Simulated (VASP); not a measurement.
# MgO (Fm-3m) in VASP: a series of runs

Runs on MgO. Level: PBE. Tasks: single point.

Program: VASP 6.6.1. These are calculated values, not measurements. Logs are shortened: lines on timing, memory, paths and dates and some standing lists are left out, and cuts for length are marked.

**1. The cell of the first run**

It takes space group Fm-3m (No. 225, cubic). Conventional cell: a = 4.148 Å, b = 4.148 Å, c = 4.148 Å, α = 90.00°, β = 90.00°, γ = 90.00°. Within 2.7 Å of Mg (site symmetry m-3m) lie 6 O at 2.07 Å. O (site symmetry m-3m) has 6 Mg at 2.07 Å within 2.7 Å.

**2. Single point, PBE (the cell strained)**

INCAR

```
SYSTEM = MgO
PREC     = Accurate       ! precision mode
ENCUT    = 600            ! plane-wave cutoff, eV
EDIFF    = 1E-6           ! SCF threshold, eV
ISMEAR   = 0              ! smearing method
SIGMA    = 0.05           ! smearing width, eV
LREAL    = .False.        ! projectors in reciprocal space
LASPH    = .True.         ! aspherical terms in the spheres
NELM     = 120            ! most SCF steps
ALGO     = Normal         ! electronic algorithm
ISIF     = 2              ! what is computed and relaxed
LWAVE    = .False.        ! write WAVECAR
LCHARG   = .False.        ! write CHGCAR
GGA      = PE             ! functional
NBANDS   = 11             ! bands
GGA_COMPAT= .False.
```

KPOINTS

```
regular mesh
0
Gamma
  10 10 10
  0 0 0
```

POSCAR

```
MgO
1.0
    0.0000000000      2.0740382102      2.0740382102
    2.0740382102      0.0000000000      2.0740382102
    2.0740382102      2.0740382102      0.0000000000
Mg O
1 1
Direct
    0.0000000000      0.0000000000      0.0000000000
    0.5000000000      0.5000000000      0.5000000000
```

Potentials or basis: VASP PAW PBE potentials, release 64 (Mg, O).

Command:

```
$ cat potpaw_PBE.64/Mg/POTCAR potpaw_PBE.64/O/POTCAR > POTCAR
$ mpirun -np 1 vasp_std > vasp.out
```

OUTCAR:

```text
SYSTEM = MgO
   PREC = Accurate
   ENCUT = 600
   EDIFF = 1E-6
   ISMEAR = 0
   LREAL = .False.
   LASPH = .True.
   NELM = 120
   ISIF = 2
   GGA = PE

 ion  position               nearest neighbor table
   1  0.000  0.000  0.000-   2 2.07   2 2.07   2 2.07   2 2.07   2 2.07   2 2.07
   2  0.500  0.500  0.500-   1 2.07   1 2.07   1 2.07   1 2.07   1 2.07   1 2.07

  LATTYP: Found a face centered cubic cell.
 ALAT       =     4.1480764204

  Lattice vectors:

 A1 = (   0.0000000000,   2.0740382102,   2.0740382102)
 A2 = (   2.0740382102,   0.0000000000,   2.0740382102)
 A3 = (   2.0740382102,   2.0740382102,   0.0000000000)

Analysis of symmetry for initial positions (statically):
=====================================================================
 Subroutine PRICEL returns:
 Original cell was already a primitive cell.

 Routine SETGRP: Setting up the symmetry group for a
 face centered cubic supercell.

 Subroutine GETGRP returns: Found 48 space group operations
 (whereof 48 operations were pure point group operations)
 out of a pool of 48 trial point group operations.

The static configuration has the point symmetry O_h .

Analysis of symmetry for dynamics (positions and initial velocities):
=====================================================================
 Subroutine PRICEL returns:
 Original cell was already a primitive cell.

 Routine SETGRP: Setting up the symmetry group for a
 face centered cubic supercell.

 Subroutine GETGRP returns: Found 48 space group operations
 (whereof 48 operations were pure point group operations)
 out of a pool of 48 trial point group operations.

The dynamic configuration has the point symmetry O_h .

 Subroutine INISYM returns: Found 48 space group operations
 (whereof 48 operations are pure point group operations),
 and found     1 'primitive' translations

----------------------------------------------------------------------------------------

                                     Primitive cell

  volume of cell :      17.8435

  direct lattice vectors                    reciprocal lattice vectors
     0.000000000  2.074038210  2.074038210    -0.241075597  0.241075597  0.241075597
     2.074038210  0.000000000  2.074038210     0.241075597 -0.241075597  0.241075597
     2.074038210  2.074038210  0.000000000     0.241075597  0.241075597 -0.241075597

  length of vectors
     2.933132966  2.933132966  2.933132966     0.417555183  0.417555183  0.417555183

  position of ions in fractional coordinates (direct lattice)
     0.000000000  0.000000000  0.000000000
     0.500000000  0.500000000  0.500000000

  ion indices of the primitive-cell ions
   primitive index   ion index
                 1           1
                 2           2

----------------------------------------------------------------------------------------

 KPOINTS: regular mesh

Automatic generation of k-mesh.
 Grid dimensions read from file:
 generate k-points for:   10   10   10

 Generating k-lattice:

  Cartesian coordinates                     Fractional coordinates (reciprocal lattice)
    -0.024107560  0.024107560  0.024107560     0.100000000  0.000000000  0.000000000
     0.024107560 -0.024107560  0.024107560     0.000000000  0.100000000  0.000000000
     0.024107560  0.024107560 -0.024107560     0.000000000  0.000000000  0.100000000

  Length of vectors
     0.041755518  0.041755518  0.041755518

  Shift w.r.t. Gamma in fractional coordinates (k-lattice)
     0.000000000  0.000000000  0.000000000

 Subroutine IBZKPT returns following result:
 ===========================================

 Found     47 irreducible k-points:

 Following reciprocal coordinates:
            Coordinates               Weight
  0.000000  0.000000  0.000000      1.000000
  0.100000  0.000000  0.000000      8.000000
  0.200000  0.000000  0.000000      8.000000
  0.300000  0.000000  0.000000      8.000000
  0.400000  0.000000  0.000000      8.000000
  0.500000  0.000000  0.000000      4.000000
[... 16 lines left out ...]
  0.300000  0.300000  0.000000      6.000000
  0.400000  0.300000  0.000000     24.000000
 [... further k-points ...]
   k-points           NKPTS =     47   k-points in BZ     NKDIM =     47   number of bands    NBANDS=     11
   number of dos      NEDOS =    301   number of ions     NIONS =      2
   total plane-waves  NPLWV =  13824
   dimension x,y,z NGX =    24 NGY =   24 NGZ =   24
   dimension x,y,z NGXF=    48 NGYF=   48 NGZF=   48
   ions per type =               1   1
   NGX,Y,Z   is equivalent  to a cutoff of  13.60, 13.60, 13.60 a.u.
   NGXF,Y,Z  is equivalent  to a cutoff of  27.21, 27.21, 27.21 a.u.
 SYSTEM =  MgO
   PREC   = accura    normal or accurate (medium, high low for compatibility)
   ISTART =      0    job   : 0-new  1-cont  2-samecut
   ICHARG =      2    charge: 1-file 2-atom 10-const
   ISPIN  =      1    spin polarized calculation?
   LNONCOLLINEAR =      F non collinear calculations
   LSORBIT =      F    spin-orbit coupling
   LASPH  =      T    aspherical Exc in radial PAW
   ENCUT  =  600.0 eV  44.10 Ry    6.64 a.u.   5.86  5.86  5.86*2*pi/ulx,y,z
   NELM   =    120;   NELMIN=  2; NELMDL= -5     # of ELM steps
   EDIFF  = 0.1E-05   stopping-criterion for ELM
   LREAL  =      F    real-space projection
   EDIFFG = 0.1E-04   stopping-criterion for IOM
   NSW    =      0    number of steps for IOM
   IBRION =     -1    ionic relax: 0-MD 1-quasi-New 2-CG
   NFREE  =      0    steps in history (QN), initial steepest desc. (CG)
   ISIF   =      2    stress and relaxation
   ISYM   =      2    0-nonsym 1-usesym 2-fastsym
   POTIM  = 0.5000    time-step for ionic-motion
   TEBEG  =    0.0;   TEEND  =   0.0 temperature during run
   PSTRESS=    0.0 pullay stress
   NELECT =       8.0000    total number of electrons
   NUPDOWN=      -1.0000    fix difference up-down
   EMIN   =  10.00;   EMAX   =-10.00  energy-range for DOS
   EFERMI =   0.00;   METHOD = LEGACY
   ISMEAR =     0;   SIGMA  =   0.05  broadening in eV -4-tet -1-fermi 0-gaus
   EFERMI_NEDOS =   21; number of points for ismear=-14 and -15
   IALGO  =     38    algorithm
   IMIX   =      4    mixing-type and parameters
     AMIX     =   0.40;   BMIX     =  1.00
     AMIX_MAG =   1.60;   BMIX_MAG =  1.00
  volume/ion in A,a.u.               =       8.92        60.21
  Fermi-wavevector in a.u.,A,eV,Ry     =   1.252982  2.367792 21.360647  1.569963
  Thomas-Fermi vector in A             =   2.386856
   LORBIT       =      0    0 simple, 1 ext, 2 COOP (PROOUT), +10 PAW based schemes
   GGA     = PE    functional components
   LHFCALC =     F    Hartree Fock is set to
   AEXX    =    0.0000 exact exchange contribution
   IVDW    =     0    specifies the selected vdW correction
   LEPSILON=     F    determine dielectric tensor
   LRPA    =     F    only Hartree local field effects (RPA)
 non-spin polarized calculation
 Gauss-broadening in eV      SIGMA  =   0.05
  energy-cutoff  :      600.00
  volume of cell :       17.84
 maximum number of plane-waves:       610
   NGX = 11   NGY = 11   NGZ = 11

 number of electron       7.9999999 magnetization

 Free energy of the ion-electron system (eV)
  ---------------------------------------------------
  ext. energy  EPLUGINS =         0.00000000
  ---------------------------------------------------
  free energy    TOTEN  =       -11.86604234 eV

  energy without entropy =      -11.86604234  energy(sigma->0) =      -11.86604234

 E-fermi :   3.7863     XC(G=0): -11.2979

 val. band max:        3.5381469399   @ k =   0.0000   0.0000   0.0000
 cond. band min:       8.7264138387   @ k =   0.0000   0.0000   0.0000
 fundamental gap:      5.1882668989
 Fermi energy:         3.7863370658

 k-point     1 :       0.0000    0.0000    0.0000
  band No.  band energies     occupation
      1     -13.9663      2.00000
      2       3.5381      2.00000
      3       3.5381      2.00000
      4       3.5381      2.00000
      5       8.7264      0.00000
      6      19.6003      0.00000
      7      19.6003      0.00000
      8      19.6003      0.00000
      9      23.6389      0.00000
     10      25.4686      0.00000
     11      25.4686      0.00000

 k-point     2 :       0.1000    0.0000    0.0000
  band No.  band energies     occupation
      1     -13.8520      2.00000
      2       2.8778      2.00000
      3       3.4651      2.00000
      4       3.4651      2.00000
      5       9.3496      0.00000
      6      18.3374      0.00000
      7      19.8580      0.00000
      8      19.8580      0.00000
      9      24.8053      0.00000
     10      24.8053      0.00000
     11      25.3818      0.00000

 k-point     3 :       0.2000    0.0000    0.0000
  band No.  band energies     occupation
      1     -13.5369      2.00000
      2       1.5109      2.00000
      3       3.2800      2.00000
      4       3.2800      2.00000
      5      10.5388      0.00000
      6      16.8390      0.00000
      7      20.4010      0.00000
      8      20.4010      0.00000
      9      24.1320      0.00000
     10      24.1320      0.00000
     11      26.5520      0.00000

 k-point     4 :       0.3000    0.0000    0.0000
  band No.  band energies     occupation
      1     -13.1090      2.00000
      2       0.1224      2.00000
      3       3.0623      2.00000
      4       3.0623      2.00000
      5      11.4262      0.00000
      6      16.2434      0.00000
      7      20.6029      0.00000
      8      20.6029      0.00000
      9      24.5688      0.00000
     10      24.5688      0.00000
     11      25.9534      0.00000

 k-point     5 :       0.4000    0.0000    0.0000
  band No.  band energies     occupation
      1     -12.7227      2.00000
      2      -0.9020      2.00000
      3       2.8945      2.00000
      4       2.8945      2.00000
      5      11.7104      0.00000
      6      16.4558      0.00000
      7      20.4327      0.00000
      8      20.4327      0.00000
      9      25.3589      0.00000
     10      25.8614      0.00000
     11      25.8614      0.00000
[... 211 lines left out ...]
 k-point    21 :      -0.3000    0.2000    0.0000
  band No.  band energies     occupation
      1     -12.6392      2.00000
      2      -0.2845      2.00000
      3       1.6353      2.00000
      4       2.8342      2.00000
      5      13.2089      0.00000
      6      15.8107      0.00000
      7      18.2720      0.00000
      8      21.4284      0.00000
      9      24.2402      0.00000
     10      25.2132      0.00000
     11      29.4285      0.00000

 k-point    22 :      -0.2000    0.2000    0.0000
  band No.  band energies     occupation
      1     -12.9827      2.00000
      2       0.3294      2.00000
      3       2.1283      2.00000
      4       3.0552      2.00000
      5      12.4412      0.00000
      6      15.6983      0.00000
      7      19.1793      0.00000
      8      21.9004      0.00000
      9      22.3628      0.00000
     10      25.4535      0.00000
     11      29.2042      0.00000

 k-point    23 :       0.3000    0.3000    0.0000
  band No.  band energies     occupation
      1     -12.8917      2.00000
      2       0.2641      2.00000
      3       2.5537      2.00000
      4       2.5537      2.00000
      5      12.8883      0.00000
      6      14.0659      0.00000
      7      18.4862      0.00000
      8      22.0418      0.00000
      9      22.0419      0.00000
     10      28.2066      0.00000
     11      31.8791      0.00000

 k-point    24 :       0.4000    0.3000    0.0000
  band No.  band energies     occupation
      1     -12.6213      2.00000
      2      -0.1888      2.00000
      3       2.1681      2.00000
      4       2.3984      2.00000
      5      13.5055      0.00000
      6      13.9368      0.00000
      7      17.6408      0.00000
      8      22.3310      0.00000
      9      22.5462      0.00000
     10      28.9990      0.00000
     11      31.4567      0.00000

 [... further k-points ...]

------------------------ aborting loop because EDIFF is reached ----------------------------------------

  FORCE on cell =-STRESS in cart. coord.  units (eV):
  Direction    XX          YY          ZZ          XY          YZ          ZX
  --------------------------------------------------------------------------------------
  -------------------------------------------------------------------------------------
  Total        1.3546598      1.3546598      1.3546598      0.0000000      0.0000000     -0.0000000
  in kB      121.6355670    121.6355670    121.6355670      0.0000000      0.0000000     -0.0000000
  external PRESSURE =     121.6355670 kB  Pullay stress =       0.0000000 kB

 VOLUME and BASIS-vectors are now :
 -----------------------------------------------------------------------------
  energy-cutoff  :      600.00
  volume of cell :       17.84
      direct lattice vectors                 reciprocal lattice vectors
     0.000000000  2.074038210  2.074038210    -0.241075597  0.241075597  0.241075597
     2.074038210  0.000000000  2.074038210     0.241075597 -0.241075597  0.241075597
     2.074038210  2.074038210  0.000000000     0.241075597  0.241075597 -0.241075597

 POSITION                                       TOTAL-FORCE (eV/Angst)
 -----------------------------------------------------------------------------------
      0.00000      0.00000      0.00000         0.000000     -0.000000      0.000000
      2.07404      2.07404      2.07404        -0.000000      0.000000     -0.000000
 -----------------------------------------------------------------------------------
    total drift:                               -0.000000     -0.000000      0.000000

  FREE ENERGIE OF THE ION-ELECTRON SYSTEM (eV)
  ---------------------------------------------------
  free  energy   TOTEN  =       -11.8660423443 eV

  energy  without entropy=      -11.8660423443  energy(sigma->0) =      -11.86604234
```

Run time: 11 s. Hardware: 1 thread of Intel Xeon Platinum 8259CL at 2.50GHz (Skylake/Cascade Lake), shared host; peak memory 0.14 GiB.

What came out:

```
Free energy            : -11.8660 eV
Pressure               : 12.2 GPa
Band gap on the k mesh : 5.19 eV
```

Caveat: the cell differs from its parent crystal (the cell strained); the cell stands under pressure.

**3. Single point, PBE (the cell strained)**

INCAR

```
SYSTEM = MgO
ALGO = Normal
EDIFF = 1E-6
ENCUT = 600
GGA = PE
GGA_COMPAT = .False.
ISIF = 2
ISMEAR = 0
LASPH = .True.
LCHARG = .True.
LELF = .True.
LREAL = .False.
LVHAR = .True.
LWAVE = .False.
NBANDS = 11
NELM = 120
PREC = Accurate
SIGMA = 0.05
```

KPOINTS

```
k-points
0
Gamma
  10 10 10
  0 0 0
```

POSCAR

```
MgO
1.0
    0.0000000000      2.0916941252      2.0916941252
    2.0916941252      0.0000000000      2.0916941252
    2.0916941252      2.0916941252      0.0000000000
Mg O
1 1
Direct
    0.0000000000      0.0000000000      0.0000000000
    0.5000000000      0.5000000000      0.5000000000
```

Potentials or basis: VASP PAW PBE potentials, release 64 (Mg, O).

Command:

```
$ cat potpaw_PBE.64/Mg/POTCAR potpaw_PBE.64/O/POTCAR > POTCAR
$ mpirun -np 1 vasp_std > vasp.out
```

Wall time 8.8 s (1 thread of Intel Xeon Platinum 8259CL at 2.50GHz (Skylake/Cascade Lake), shared host); peak memory 0.14 GiB.

It converged, with:

| Item | Value |
| --- | --- |
| Free energy | -11.8950 eV |
| Pressure | 7.3 GPa |
| Band gap on the k mesh | 4.93 eV |

Levels at points of the mesh, in eV from the valence-band top:
| k point | band 1 | band 2 | band 3 | band 4 | band 5 | band 6 | band 7 | band 8 | band 9 |
| --- | --- | --- | --- | --- | --- | --- | --- | --- | --- |
| (0.00, 0.00, 0.00) | -17.37 | 0.00 | 0.00 | 0.00 | 4.93 | 15.92 | 15.92 | 15.92 | 19.89 |
| (0.50, 0.00, 0.00) | -16.03 | -4.71 | -0.68 | -0.68 | 8.03 | 12.84 | 16.53 | 16.53 | 21.21 |
| (0.50, 0.50, 0.00) | -15.77 | -4.17 | -1.38 | -1.38 | 9.15 | 10.20 | 13.32 | 19.29 | 19.29 |

Caveat: the cell differs from its parent crystal (the cell strained); the cell stands under pressure.

[end of part 1 of 2]
